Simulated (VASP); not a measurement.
# TaBr (F-43m) in VASP: single point with PBE

Aim: the single point of TaBr with PBE.

Program: VASP 6.6.1. These are calculated values, not measurements. Logs are shortened: lines on timing, memory, paths and dates and some standing lists are left out, and cuts for length are marked.

### Step 1. The cell of the first run

Symmetry: F-43m, No. 216, cubic system. The conventional cell has a = 5.823 Å, b = 5.823 Å, c = 5.823 Å, α = 90.00°, β = 90.00°, γ = 90.00°. Ta (site symmetry -43m) has 4 Br at 2.52 Å within 3.3 Å. Br (site symmetry -43m) has 4 Ta at 2.52 Å within 3.3 Å.

### Step 2. Single point, PBE

INCAR

```
SYSTEM = TaBr
  PREC = Accurate
  ENCUT = 520
  EDIFF = 1E-7
  ISMEAR = 0
  SIGMA = 0.1
  LREAL = .False.
  LASPH = .True.
  NELM = 80
  ALGO = Normal
  ISIF = 2
  LWAVE = .False.
  LCHARG = .False.
  GGA = PE
  NBANDS = 16
```

KPOINTS

```
Automatic mesh
0
Gamma
  16 16 16
  0 0 0
```

POSCAR

```
TaBr
1.0
    0.0000000000      2.9113895154      2.9113895154
    2.9113895154      0.0000000000      2.9113895154
    2.9113895154      2.9113895154      0.0000000000
Ta Br
1 1
Direct
    0.2500000000      0.2500000000      0.2500000000
    0.5000000000      0.5000000000      0.5000000000
```

Potentials or basis: VASP PAW PBE potentials, release 64 (Ta_pv, Br).

Started as:

```sh
cat potpaw_PBE.64/Ta_pv/POTCAR potpaw_PBE.64/Br/POTCAR > POTCAR
mpirun -np 1 vasp_std > vasp.out
```

OUTCAR:

```text
SYSTEM = TaBr
   PREC = Accurate
   ENCUT = 520
   EDIFF = 1E-7
   ISMEAR = 0
   LREAL = .False.
   LASPH = .True.
   NELM = 80
   ISIF = 2
   GGA = PE

 ion  position               nearest neighbor table
   1  0.250  0.250  0.250-   2 2.52   2 2.52   2 2.52   2 2.52
   2  0.500  0.500  0.500-   1 2.52   1 2.52   1 2.52   1 2.52

  LATTYP: Found a face centered cubic cell.
 ALAT       =     5.8227790308

  Lattice vectors:

 A1 = (   0.0000000000,   2.9113895154,   2.9113895154)
 A2 = (   2.9113895154,   0.0000000000,   2.9113895154)
 A3 = (   2.9113895154,   2.9113895154,   0.0000000000)

Analysis of symmetry for initial positions (statically):
=====================================================================
 Subroutine PRICEL returns:
 Original cell was already a primitive cell.

 Routine SETGRP: Setting up the symmetry group for a
 face centered cubic supercell.

 Subroutine GETGRP returns: Found 24 space group operations
 (whereof 24 operations were pure point group operations)
 out of a pool of 48 trial point group operations.

The static configuration has the point symmetry T_d .

Analysis of symmetry for dynamics (positions and initial velocities):
=====================================================================
 Subroutine PRICEL returns:
 Original cell was already a primitive cell.

 Routine SETGRP: Setting up the symmetry group for a
 face centered cubic supercell.

 Subroutine GETGRP returns: Found 24 space group operations
 (whereof 24 operations were pure point group operations)
 out of a pool of 48 trial point group operations.

The dynamic configuration has the point symmetry T_d .

 Subroutine INISYM returns: Found 24 space group operations
 (whereof 24 operations are pure point group operations),
 and found     1 'primitive' translations

----------------------------------------------------------------------------------------

                                     Primitive cell

  volume of cell :      49.3550

  direct lattice vectors                    reciprocal lattice vectors
     0.000000000  2.911389515  2.911389515    -0.171739301  0.171739301  0.171739301
     2.911389515  0.000000000  2.911389515     0.171739301 -0.171739301  0.171739301
     2.911389515  2.911389515  0.000000000     0.171739301  0.171739301 -0.171739301

  length of vectors
     4.117326538  4.117326538  4.117326538     0.297461195  0.297461195  0.297461195

  position of ions in fractional coordinates (direct lattice)
     0.250000000  0.250000000  0.250000000
     0.500000000  0.500000000  0.500000000

[... 77 lines left out ...]
   LREAL  =      F    real-space projection
   EDIFFG = 0.1E-05   stopping-criterion for IOM
   NSW    =      0    number of steps for IOM
   IBRION =     -1    ionic relax: 0-MD 1-quasi-New 2-CG
   NFREE  =      0    steps in history (QN), initial steepest desc. (CG)
   ISIF   =      2    stress and relaxation
   ISYM   =      2    0-nonsym 1-usesym 2-fastsym
   POTIM  = 0.5000    time-step for ionic-motion
   TEBEG  =    0.0;   TEEND  =   0.0 temperature during run
   PSTRESS=    0.0 pullay stress
   NELECT =      18.0000    total number of electrons
   NUPDOWN=      -1.0000    fix difference up-down
   EMIN   =  10.00;   EMAX   =-10.00  energy-range for DOS
   EFERMI =   0.00;   METHOD = LEGACY
   ISMEAR =     0;   SIGMA  =   0.10  broadening in eV -4-tet -1-fermi 0-gaus
   EFERMI_NEDOS =   21; number of points for ismear=-14 and -15
   IALGO  =     38    algorithm
   IMIX   =      4    mixing-type and parameters
     AMIX     =   0.40;   BMIX     =  1.00
     AMIX_MAG =   1.60;   BMIX_MAG =  1.00
  volume/ion in A,a.u.               =      24.68       166.53
  Fermi-wavevector in a.u.,A,eV,Ry     =   1.169648  2.210315 18.613825  1.368078
  Thomas-Fermi vector in A             =   2.306118
   LORBIT       =      0    0 simple, 1 ext, 2 COOP (PROOUT), +10 PAW based schemes
   GGA     = PE    functional components
   LHFCALC =     F    Hartree Fock is set to
   AEXX    =    0.0000 exact exchange contribution
   IVDW    =     0    specifies the selected vdW correction
   LEPSILON=     F    determine dielectric tensor
   LRPA    =     F    only Hartree local field effects (RPA)
 non-spin polarized calculation
 Gauss-broadening in eV      SIGMA  =   0.10
  energy-cutoff  :      520.00
  volume of cell :       49.35
 maximum number of plane-waves:      1363
   NGX = 15   NGY = 15   NGZ = 15

 number of electron      17.9999999 magnetization

 Free energy of the ion-electron system (eV)
  ---------------------------------------------------
  ext. energy  EPLUGINS =         0.00000000
  ---------------------------------------------------
  free energy    TOTEN  =       -10.46728911 eV

  energy without entropy =      -10.44977643  energy(sigma->0) =      -10.45853277

 E-fermi :   4.9064     XC(G=0): -10.0809

 val. band max:        4.9059865486   @ k =  -0.3750   0.0625   0.0000
 cond. band min:       4.9273907176   @ k =   0.3125   0.1875   0.0625
 fundamental gap:      0.0214041690
 Fermi energy:         4.9064014922

 k-point     1 :       0.0000    0.0000    0.0000
  band No.  band energies     occupation
      1     -30.2353      2.00000
      2     -30.2353      2.00000
      3     -30.2353      2.00000
      4     -13.9058      2.00000
      5      -2.1241      2.00000
      6      -2.1241      2.00000
[... 433 lines left out ...]
      3     -30.2358      2.00000
      4     -13.8642      2.00000
      5      -2.2693      2.00000
      6      -2.0978      2.00000
[... 8 lines left out ...]
     15      11.0062      0.00000
     16      11.0874      0.00000

 [... further k-points ...]

------------------------ aborting loop because EDIFF is reached ----------------------------------------

  FORCE on cell =-STRESS in cart. coord.  units (eV):
  Direction    XX          YY          ZZ          XY          YZ          ZX
  --------------------------------------------------------------------------------------
  -------------------------------------------------------------------------------------
  Total        0.0353077      0.0353077      0.0353077     -0.0000000     -0.0000000     -0.0000000
  in kB        1.1461712      1.1461712      1.1461712     -0.0000000     -0.0000000     -0.0000000
  external PRESSURE =       1.1461712 kB  Pullay stress =       0.0000000 kB

 VOLUME and BASIS-vectors are now :
 -----------------------------------------------------------------------------
  energy-cutoff  :      520.00
  volume of cell :       49.35
      direct lattice vectors                 reciprocal lattice vectors
     0.000000000  2.911389515  2.911389515    -0.171739301  0.171739301  0.171739301
     2.911389515  0.000000000  2.911389515     0.171739301 -0.171739301  0.171739301
     2.911389515  2.911389515  0.000000000     0.171739301  0.171739301 -0.171739301

 POSITION                                       TOTAL-FORCE (eV/Angst)
 -----------------------------------------------------------------------------------
      1.45569      1.45569      1.45569         0.000000      0.000000      0.000000
      2.91139      2.91139      2.91139        -0.000000     -0.000000     -0.000000
 -----------------------------------------------------------------------------------
    total drift:                               -0.000000     -0.000000     -0.000000

  FREE ENERGIE OF THE ION-ELECTRON SYSTEM (eV)
  ---------------------------------------------------
  free  energy   TOTEN  =       -10.4672891139 eV

  energy  without entropy=      -10.4497764258  energy(sigma->0) =      -10.45853277
```

OSZICAR:

```text
N       E                     dE             d eps       ncg     rms          rms(c)
DAV:   1     0.124741881105E+03    0.12474E+03   -0.94861E+03  4640   0.104E+03
DAV:   2    -0.578733473436E+01   -0.13053E+03   -0.12616E+03  6056   0.268E+02
DAV:   3    -0.106311688449E+02   -0.48438E+01   -0.48132E+01  5576   0.488E+01
DAV:   4    -0.106677190703E+02   -0.36550E-01   -0.36542E-01  5480   0.473E+00
DAV:   5    -0.106680588083E+02   -0.33974E-03   -0.33974E-03  5648   0.455E-01    0.119E+01
DAV:   6    -0.104831191393E+02    0.18494E+00   -0.52811E-01  4864   0.484E+00    0.562E+00
DAV:   7    -0.104679287182E+02    0.15190E-01   -0.29932E-02  5496   0.126E+00    0.208E+00
DAV:   8    -0.104673206024E+02    0.60812E-03   -0.63402E-03  4864   0.531E-01    0.182E-01
DAV:   9    -0.104672728463E+02    0.47756E-04   -0.87803E-04  4928   0.193E-01    0.497E-02
DAV:  10    -0.104672844637E+02   -0.11617E-04   -0.48963E-05  5296   0.496E-02    0.217E-02
DAV:  11    -0.104672885353E+02   -0.40715E-05   -0.53718E-06  5248   0.154E-02    0.555E-03
DAV:  12    -0.104672891436E+02   -0.60831E-06   -0.42575E-07  5720   0.444E-03    0.215E-03
DAV:  13    -0.104672891139E+02    0.29675E-07   -0.28450E-08  3296   0.109E-03
   1 F= -.10467289E+02 E0= -.10458533E+02  d E =-.175127E-01
```

stdout:

```text
POSCAR found type information on POSCAR TaBr
 POSCAR found :  2 types and       2 ions
 scaLAPACK will be used
 LDA part: xc-table for (Slater+PW92), standard interpolation
 POSCAR, INCAR and KPOINTS ok, starting setup
 FFT: planning ... GRIDC
 FFT: planning ... GRID_SOFT
 FFT: planning ... GRID
 WAVECAR not read
 entering main loop
```

It took 50 s on 1 thread of AMD EPYC 9R45 (Zen 5), shared host; peak memory 0.23 GiB.

What came out:

```
Free energy            : -10.4673 eV
Pressure               : 0.1 GPa
Band gap on the k mesh : zero (band 9 reaches 5.32 eV, above the bottom of band 10 at 4.47 eV)
```

Levels at points of the mesh, in eV from the Fermi level:
```csv
k point,band 6,band 7,band 8,band 9,band 10,band 11,band 12,band 13
"(0.00, 0.00, 0.00)",-7.03,-7.03,-1.55,-0.31,-0.31,3.34,3.34,3.34
"(0.50, 0.00, 0.00)",-6.77,-6.77,-0.27,0.02,0.02,1.52,1.65,1.65
"(0.50, 0.50, 0.00)",-6.46,-6.46,-1.78,-0.69,0.83,0.98,0.98,5.17
```

Caveat: spin-orbit coupling is left out, which moves the levels of the heavy elements.
